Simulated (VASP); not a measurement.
# Fe2Ge (P6_3/mmc) in VASP: further runs

The runs below take Fe2Ge through single point, with LDA, PBEsol.

Everything below comes from runs of VASP 6.6.1. Logs are shortened: lines on timing, memory, paths and dates and some standing lists are left out, and cuts for length are marked.

### 1 The cell of the first run

It takes space group P6_3/mmc (No. 194, hexagonal). The conventional cell has a = 4.007 Å, b = 4.007 Å, c = 4.832 Å, α = 90.00°, β = 90.00°, γ = 120.00°. Within 3.1 Å of Ge (site symmetry -6m2) lie 11 Fe at 2.31 to 2.61 Å. Fe (site symmetry -6m2) has 5 Ge at 2.31 to 2.42 Å and 6 Fe at 2.61 Å within 3.1 Å. Within 3.2 Å of Fe (site symmetry -3m) lie 8 Fe at 2.42 to 2.61 Å and 6 Ge at 2.61 Å.

### 2 Single point, LDA, collinear spin, ferromagnetic start

File INCAR:

```
SYSTEM = Fe2Ge
PREC     = Accurate       ! precision mode
ENCUT    = 600            ! plane-wave cutoff, eV
EDIFF    = 1E-6           ! SCF threshold, eV
ISMEAR   = -1             ! smearing method
SIGMA    = 0.05           ! smearing width, eV
LREAL    = .False.        ! projectors in reciprocal space
LASPH    = .True.         ! aspherical terms in the spheres
NELM     = 200            ! most SCF steps
ALGO     = Normal         ! electronic algorithm
ISIF     = 2              ! what is computed and relaxed
LWAVE    = .False.        ! write WAVECAR
LCHARG   = .False.        ! write CHGCAR
ISPIN    = 2              ! spin polarisation
MAGMOM   = 0 0 3 3 3 3    ! initial moments
LORBIT   = 11             ! projections on sites
LMAXMIX  = 4              ! l up to which the mixer works
GGA      = CA             ! functional
NBANDS   = 43             ! bands
GGA_COMPAT= .False.
```

File KPOINTS:

```
Automatic mesh
0
Gamma
  8 8 6
  0 0 0
```

File POSCAR:

```
Fe2Ge
1.0
    4.0072412813      0.0000000000      0.0000000000
   -2.0036206406      3.4703727487      0.0000000000
    0.0000000000      0.0000000000      4.8324007334
Ge Fe
2 4
Direct
    0.3333333333      0.6666666667      0.7500000000
    0.6666666667      0.3333333333      0.2500000000
    0.3333333333      0.6666666667      0.2500000000
    0.6666666667      0.3333333333      0.7500000000
    0.0000000000      0.0000000000      0.5000000000
    0.0000000000      0.0000000000      0.0000000000
```

Potentials or basis: VASP PAW LDA potentials, release 64 (Ge_d, Fe).

Run with:

```bash
> cat potpaw_LDA.64/Ge_d/POTCAR potpaw_LDA.64/Fe/POTCAR > POTCAR
> mpirun -np 1 vasp_std > vasp.out
```

OUTCAR:

```text
SYSTEM = Fe2Ge
   PREC = Accurate
   ENCUT = 600
   EDIFF = 1E-6
   ISMEAR = -1
   LREAL = .False.
   LASPH = .True.
   NELM = 200
   ISIF = 2
   ISPIN = 2
   LORBIT = 11
   GGA = CA

 ion  position               nearest neighbor table
   1  0.333  0.667  0.750-   4 2.31   4 2.31   4 2.31   3 2.42   3 2.42   5 2.61   6 2.61   6 2.61
                             5 2.61   6 2.61   5 2.61
   2  0.667  0.333  0.250-   3 2.31   3 2.31   3 2.31   4 2.42   4 2.42   5 2.61   6 2.61   5 2.61
                             6 2.61   5 2.61   6 2.61
   3  0.333  0.667  0.250-   2 2.31   2 2.31   2 2.31   1 2.42   1 2.42   5 2.61   6 2.61   6 2.61
                             5 2.61   6 2.61   5 2.61
   4  0.667  0.333  0.750-   1 2.31   1 2.31   1 2.31   2 2.42   2 2.42   5 2.61   6 2.61   5 2.61
                             6 2.61   5 2.61   6 2.61
   5  0.000  0.000  0.500-   6 2.42   6 2.42   3 2.61   4 2.61   1 2.61   2 2.61   1 2.61   3 2.61
                             2 2.61   4 2.61   2 2.61   4 2.61   1 2.61   3 2.61
   6  0.000  0.000  0.000-   5 2.42   5 2.42   3 2.61   4 2.61   1 2.61   2 2.61   1 2.61   3 2.61
                             2 2.61   4 2.61   2 2.61   4 2.61   1 2.61   3 2.61

  LATTYP: Found a hexagonal cell.
 ALAT       =     4.0072412813
 C/A-ratio  =     1.2059170871

  Lattice vectors:

 A1 = (   4.0072412813,   0.0000000000,   0.0000000000)
 A2 = (  -2.0036206406,   3.4703727487,   0.0000000000)
 A3 = (   0.0000000000,   0.0000000000,   4.8324007334)

Analysis of symmetry for initial positions (statically):
=====================================================================
 Subroutine PRICEL returns:
 Original cell was already a primitive cell.

 Routine SETGRP: Setting up the symmetry group for a
 hexagonal supercell.

 Subroutine GETGRP returns: Found 24 space group operations
 (whereof 12 operations were pure point group operations)
 out of a pool of 24 trial point group operations.

The static configuration has the point symmetry D_3d.
 The point group associated with its full space group is D_6h.

Analysis of symmetry for dynamics (positions and initial velocities):
=====================================================================
 Subroutine PRICEL returns:
 Original cell was already a primitive cell.

 Routine SETGRP: Setting up the symmetry group for a
 hexagonal supercell.

 Subroutine GETGRP returns: Found 24 space group operations
 (whereof 12 operations were pure point group operations)
 out of a pool of 24 trial point group operations.

The dynamic configuration has the point symmetry D_3d.
 The point group associated with its full space group is D_6h.

Analysis of structural, dynamic, and magnetic symmetry:
=====================================================================
 Subroutine PRICEL returns:
 Original cell was already a primitive cell.

 Routine SETGRP: Setting up the symmetry group for a
 hexagonal supercell.

 Subroutine GETGRP returns: Found 24 space group operations
 (whereof 12 operations were pure point group operations)
 out of a pool of 24 trial point group operations.

The overall configuration has the point symmetry D_3d.
 The point group associated with its full space group is D_6h.

 Subroutine INISYM returns: Found 24 space group operations
 (whereof 12 operations are pure point group operations),
 and found     1 'primitive' translations

----------------------------------------------------------------------------------------

                                     Primitive cell

  volume of cell :      67.2024

  direct lattice vectors                    reciprocal lattice vectors
     4.007241281  0.000000000  0.000000000     0.249548238  0.144076742  0.000000000
    -2.003620641  3.470372749  0.000000000     0.000000000  0.288153484  0.000000000
     0.000000000  0.000000000  4.832400733     0.000000000  0.000000000  0.206936480

  length of vectors
     4.007241281  4.007241281  4.832400733     0.288153484  0.288153484  0.206936480

  position of ions in fractional coordinates (direct lattice)
     0.333333333  0.666666667  0.750000000
     0.666666667  0.333333333  0.250000000
     0.333333333  0.666666667  0.250000000
     0.666666667  0.333333333  0.750000000
     0.000000000  0.000000000  0.500000000
     0.000000000  0.000000000  0.000000000

  ion indices of the primitive-cell ions
   primitive index   ion index
                 1           1
                 2           2
[... 60 lines left out ...]
   total plane-waves  NPLWV =  40960
   dimension x,y,z NGX =    32 NGY =   32 NGZ =   40
   dimension x,y,z NGXF=    64 NGYF=   64 NGZF=   80
   ions per type =               2   4
   NGX,Y,Z   is equivalent  to a cutoff of  13.28, 13.28, 13.76 a.u.
   NGXF,Y,Z  is equivalent  to a cutoff of  26.55, 26.55, 27.52 a.u.
 SYSTEM =  Fe2Ge
   PREC   = accura    normal or accurate (medium, high low for compatibility)
   ISTART =      0    job   : 0-new  1-cont  2-samecut
   ICHARG =      2    charge: 1-file 2-atom 10-const
   ISPIN  =      2    spin polarized calculation?
   LNONCOLLINEAR =      F non collinear calculations
   LSORBIT =      F    spin-orbit coupling
   LASPH  =      T    aspherical Exc in radial PAW
   ENCUT  =  600.0 eV  44.10 Ry    6.64 a.u.   8.00  8.00  9.65*2*pi/ulx,y,z
   NELM   =    200;   NELMIN=  2; NELMDL= -5     # of ELM steps
   EDIFF  = 0.1E-05   stopping-criterion for ELM
   LREAL  =      F    real-space projection
   EDIFFG = 0.1E-04   stopping-criterion for IOM
   NSW    =      0    number of steps for IOM
   IBRION =     -1    ionic relax: 0-MD 1-quasi-New 2-CG
   NFREE  =      0    steps in history (QN), initial steepest desc. (CG)
   ISIF   =      2    stress and relaxation
   ISYM   =      2    0-nonsym 1-usesym 2-fastsym
   POTIM  = 0.5000    time-step for ionic-motion
   TEBEG  =    0.0;   TEEND  =   0.0 temperature during run
   PSTRESS=    0.0 pullay stress
   NELECT =      60.0000    total number of electrons
   NUPDOWN=      -1.0000    fix difference up-down
   EMIN   =  10.00;   EMAX   =-10.00  energy-range for DOS
   EFERMI =   0.00;   METHOD = LEGACY
   ISMEAR =    -1;   SIGMA  =   0.05  broadening in eV -4-tet -1-fermi 0-gaus
   EFERMI_NEDOS =   21; number of points for ismear=-14 and -15
   IALGO  =     38    algorithm
   IMIX   =      4    mixing-type and parameters
     AMIX     =   0.40;   BMIX     =  1.00
     AMIX_MAG =   1.60;   BMIX_MAG =  1.00
  volume/ion in A,a.u.               =      11.20        75.58
  Fermi-wavevector in a.u.,A,eV,Ry     =   1.576390  2.978946 33.810560  2.485006
  Thomas-Fermi vector in A             =   2.677230
   LORBIT       =     11    0 simple, 1 ext, 2 COOP (PROOUT), +10 PAW based schemes
   GGA     = CA    functional components
   LHFCALC =     F    Hartree Fock is set to
   AEXX    =    0.0000 exact exchange contribution
   IVDW    =     0    specifies the selected vdW correction
   LEPSILON=     F    determine dielectric tensor
   LRPA    =     F    only Hartree local field effects (RPA)
 spin polarized calculation
  energy-cutoff  :      600.00
  volume of cell :       67.20
 maximum number of plane-waves:      2262
   NGX = 17   NGY = 17   NGZ = 19

 number of electron      60.0000000 magnetization      12.0000000

 number of electron      59.9999986 magnetization       5.7980587

 Free energy of the ion-electron system (eV)
  ---------------------------------------------------
  ext. energy  EPLUGINS =         0.00000000
  ---------------------------------------------------
  free energy    TOTEN  =       -48.12718474 eV

  energy without entropy =      -48.07285083  energy(sigma->0) =      -48.10001779

 E-fermi :   8.4696     XC(G=0): -13.8227

 val. band max:        8.4681421273   @ k =   0.1250   0.0000   0.0000
 cond. band min:       8.4769062146   @ k =   0.3750   0.1250   0.3333
 fundamental gap:      0.0087640873
 Fermi energy:         8.4696015954

 spin component 1

 k-point     1 :       0.0000    0.0000    0.0000
  band No.  band energies     occupation
      1     -16.2694      1.00000
      2     -16.2621      1.00000
      3     -16.2358      1.00000
      4     -16.2358      1.00000
      5     -16.2114      1.00000
      6     -16.2114      1.00000
[... 1069 lines left out ...]
     41      17.4001      0.00000
     42      17.8176      0.00000

 [... further k-points ...]

 spin component 2

 k-point     1 :       0.0000    0.0000    0.0000
  band No.  band energies     occupation
      1     -16.2752      1.00000
      2     -16.2680      1.00000
      3     -16.2442      1.00000
      4     -16.2442      1.00000
      5     -16.2152      1.00000
      6     -16.2152      1.00000
[... 1069 lines left out ...]
     41      17.7530      0.00000
     42      18.2395      0.00000

 [... further k-points ...]

 [bands above 42 left out]

------------------------ aborting loop because EDIFF is reached ----------------------------------------

  FORCE on cell =-STRESS in cart. coord.  units (eV):
  Direction    XX          YY          ZZ          XY          YZ          ZX
  --------------------------------------------------------------------------------------
  -------------------------------------------------------------------------------------
  Total        0.1378278      0.1378278     -0.1797665      0.0000000      0.0000000      0.0000000
  in kB        3.2859635      3.2859635     -4.2858288      0.0000000      0.0000000      0.0000000
  external PRESSURE =       0.7620327 kB  Pullay stress =       0.0000000 kB

 VOLUME and BASIS-vectors are now :
 -----------------------------------------------------------------------------
  energy-cutoff  :      600.00
  volume of cell :       67.20
      direct lattice vectors                 reciprocal lattice vectors
     4.007241281  0.000000000  0.000000000     0.249548238  0.144076742  0.000000000
    -2.003620641  3.470372749  0.000000000     0.000000000  0.288153484  0.000000000
     0.000000000  0.000000000  4.832400733     0.000000000  0.000000000  0.206936480

 POSITION                                       TOTAL-FORCE (eV/Angst)
 -----------------------------------------------------------------------------------
     -0.00000      2.31358      3.62430         0.000000      0.000000      0.000000
      2.00362      1.15679      1.20810        -0.000000     -0.000000      0.000000
     -0.00000      2.31358      1.20810         0.000000     -0.000000      0.000000
      2.00362      1.15679      3.62430        -0.000000     -0.000000      0.000000
      0.00000      0.00000      2.41620        -0.000000      0.000000      0.000000
      0.00000      0.00000      0.00000         0.000000      0.000000      0.000000
 -----------------------------------------------------------------------------------
    total drift:                                0.000000     -0.000000      0.000000

  FREE ENERGIE OF THE ION-ELECTRON SYSTEM (eV)
  ---------------------------------------------------
  free  energy   TOTEN  =       -48.1271847416 eV

  energy  without entropy=      -48.0728508342  energy(sigma->0) =      -48.10001779

 total charge

# of ion       s       p       d       tot
------------------------------------------
    1        1.106   1.402  10.152  12.661
    2        1.106   1.402  10.152  12.661
    3        0.447   0.558   6.624   7.629
    4        0.447   0.558   6.624   7.629
    5        0.426   0.547   6.372   7.344
    6        0.426   0.547   6.372   7.344
--------------------------------------------------
tot          3.958   5.015  46.295  55.268

 magnetization (x)

# of ion       s       p       d       tot
------------------------------------------
    1       -0.000  -0.052   0.009  -0.043
    2       -0.000  -0.052   0.009  -0.043
    3        0.002   0.000   0.923   0.925
    4        0.002   0.000   0.923   0.925
    5        0.000   0.009   1.974   1.984
    6        0.000   0.009   1.974   1.984
--------------------------------------------------
tot          0.005  -0.086   5.812   5.731
```

Run time: 8.8 min. Hardware: 1 thread of AMD EPYC 7R13, shared host; peak memory 0.29 GiB.

Results:

```yaml
Free_energy: -48.1272 eV
Pressure: 0.1 GPa
Net_moment: 5.80 μB per cell
Site_moments: Ge -0.04; Fe +0.93, +1.98 μB
Valence_electrons_inside_the_program's_atomic_spheres: Ge 12.66; Fe 7.63, 7.34
```

### 3 Single point, LDA, collinear spin, ferromagnetic start

This run uses another cell than the first one, of 12.35 Å³/atom, 1.103 times its volume.

File INCAR:

```
SYSTEM = Fe2Ge
  PREC = Accurate
  ENCUT = 600
  EDIFF = 1E-6
  ISMEAR = -1
  SIGMA = 0.05
  LREAL = .False.
  LASPH = .True.
  NELM = 200
  ALGO = Normal
  ISIF = 2
  LWAVE = .False.
  LCHARG = .True.
  ISPIN = 2
  MAGMOM = 0 0 3 3 3 3
  LORBIT = 11
  LMAXMIX = 4
  GGA = CA
  LELF = .True.
  LVHAR = .True.
  NBANDS = 43
  GGA_COMPAT = .False.
```

KPOINTS is that of step 2.

POSCAR: that of step 2 with these lines changed.

```diff
@@ -2,5 +2,5 @@
 1.0
-    4.0072412813      0.0000000000      0.0000000000
-   -2.0036206406      3.4703727487      0.0000000000
-    0.0000000000      0.0000000000      4.8324007334
+    4.1328681392      0.0000000000      0.0000000000
+   -2.0664340696      3.5791687991      0.0000000000
+    0.0000000000      0.0000000000      5.0087520000
 Ge Fe
```

Potentials or basis: VASP PAW LDA potentials, release 64 (Ge_d, Fe).

Run with:

```bash
> cat potpaw_LDA.64/Ge_d/POTCAR potpaw_LDA.64/Fe/POTCAR > POTCAR
> mpirun -np 1 vasp_std > vasp.out
```

Run time: 11 min. Hardware: 1 thread of Intel Xeon 8259CL, shared host; peak memory 0.35 GiB.

It converged, with:

```yaml
Free_energy: -47.7346 eV
Pressure: -16.6 GPa
Net_moment: 6.87 μB per cell
Site_moments: Ge -0.06; Fe +1.24, +2.22 μB
Valence_electrons_inside_the_program's_atomic_spheres: Ge 12.51; Fe 7.40, 7.14
```

Levels at points of the mesh, in eV from the Fermi level:
Spin up:
```csv
k point,band 31,band 32,band 33,band 34,band 35,band 36,band 37,band 38
"(0.00, 0.00, 0.00)",-0.49,-0.29,0.23,2.14,2.78,2.78,2.84,3.15
"(0.50, 0.00, 0.00)",-1.09,-0.75,-0.41,-0.37,-0.33,1.07,1.92,3.42
"(0.00, 0.00, 0.50)",-0.76,-0.76,1.44,1.44,3.37,3.37,3.37,3.37
"(0.50, 0.00, 0.50)",-1.18,-1.18,-0.45,-0.45,1.21,1.21,2.68,2.68
```
Spin down:
| k point | band 24 | band 25 | band 26 | band 27 | band 28 | band 29 | band 30 | band 31 |
| --- | --- | --- | --- | --- | --- | --- | --- | --- |
| (0.00, 0.00, 0.00) | -0.27 | -0.18 | 0.47 | 0.47 | 0.50 | 0.61 | 0.61 | 1.18 |
| (0.50, 0.00, 0.00) | -0.78 | -0.72 | -0.71 | -0.22 | 0.10 | 0.35 | 0.42 | 0.49 |
| (0.00, 0.00, 0.50) | -0.45 | 0.38 | 0.38 | 0.38 | 0.38 | 0.58 | 0.58 | 0.58 |
| (0.50, 0.00, 0.50) | -0.89 | -0.46 | -0.46 | 0.03 | 0.03 | 0.08 | 0.08 | 0.50 |

### 4 Single point, PBEsol, collinear spin, ferromagnetic start

This run uses another cell than the first one, of 11.66 Å³/atom, 1.041 times its volume.

File INCAR:

```
SYSTEM = Fe2Ge
PREC = Accurate
ENCUT = 520
EDIFF = 1E-6
ISMEAR = -1
SIGMA = 0.05
LREAL = .False.
LASPH = .True.
NELM = 150
ALGO = Normal
ISIF = 2
LWAVE = .False.
LCHARG = .False.
ISPIN = 2
MAGMOM = 0 0 3 3 3 3
LORBIT = 11
LMAXMIX = 4
GGA = PS
NBANDS = 43
```

File KPOINTS:

```
regular mesh
0
Gamma
  8 8 6
  0 0 0
```

POSCAR: that of step 3 with these lines changed.

```diff
@@ -2,5 +2,5 @@
 1.0
-    4.1328681392      0.0000000000      0.0000000000
-   -2.0664340696      3.5791687991      0.0000000000
-    0.0000000000      0.0000000000      5.0087520000
+    4.0563686591      0.0000000000      0.0000000000
+   -2.0281843295      3.5129183059      0.0000000000
+    0.0000000000      0.0000000000      4.9109174075
 Ge Fe
```

Potentials or basis: VASP PAW PBE potentials, release 64 (Ge_d, Fe).

Run with:

```bash
> cat potpaw_PBE.64/Ge_d/POTCAR potpaw_PBE.64/Fe/POTCAR > POTCAR
> mpirun -np 1 vasp_std > vasp.out
```

It took 6.3 min on 1 thread of Oxide Virtual Turin-like, shared host; peak memory 0.29 GiB.

It converged, with:

| Item | Value |
| --- | --- |
| Free energy | -46.1539 eV |
| Pressure | 0.4 GPa |
| Net moment | 7.00 μB per cell |
| Site moments | Ge -0.07; Fe +1.30, +2.26 μB |
| Valence electrons inside the program's atomic spheres | Ge 12.59; Fe 7.52, 7.24 |

Stress tensor (GPa, compression positive):
```
0.46 0.00 0.00
0.00 0.46 0.00
0.00 0.00 0.28
```

Levels at points of the mesh, in eV from the Fermi level:
Spin up:
| k point | band 30 | band 31 | band 32 | band 33 | band 34 | band 35 | band 36 | band 37 | band 38 | band 39 |
| --- | --- | --- | --- | --- | --- | --- | --- | --- | --- | --- |
| (0.00, 0.00, 0.00) | -0.57 | -0.57 | -0.34 | 0.23 | 2.41 | 2.90 | 2.90 | 3.00 | 3.24 | 3.24 |
| (0.50, 0.00, 0.00) | -1.27 | -1.23 | -0.83 | -0.50 | -0.48 | -0.39 | 1.25 | 2.00 | 3.62 | 3.83 |
| (0.00, 0.00, 0.50) | -0.88 | -0.88 | -0.88 | 1.72 | 1.72 | 3.52 | 3.52 | 3.52 | 3.52 | 4.93 |
| (0.50, 0.00, 0.50) | -1.59 | -1.33 | -1.33 | -0.53 | -0.53 | 1.24 | 1.24 | 2.91 | 2.91 | 6.99 |
Spin down:
```tsv
k point	band 23	band 24	band 25	band 26	band 27	band 28	band 29	band 30
(0.00, 0.00, 0.00)	-0.29	-0.29	-0.19	0.52	0.58	0.58	0.78	0.78
(0.50, 0.00, 0.00)	-1.00	-0.87	-0.80	-0.80	-0.22	0.12	0.39	0.56
(0.00, 0.00, 0.50)	-0.51	-0.51	0.44	0.44	0.44	0.44	0.68	0.68
(0.50, 0.00, 0.50)	-1.01	-1.01	-0.49	-0.49	0.06	0.06	0.08	0.08
```

Caveat: the PAW data sets were made with another functional, which shifts forces and pressure a little.

[end of part 1 of 2]
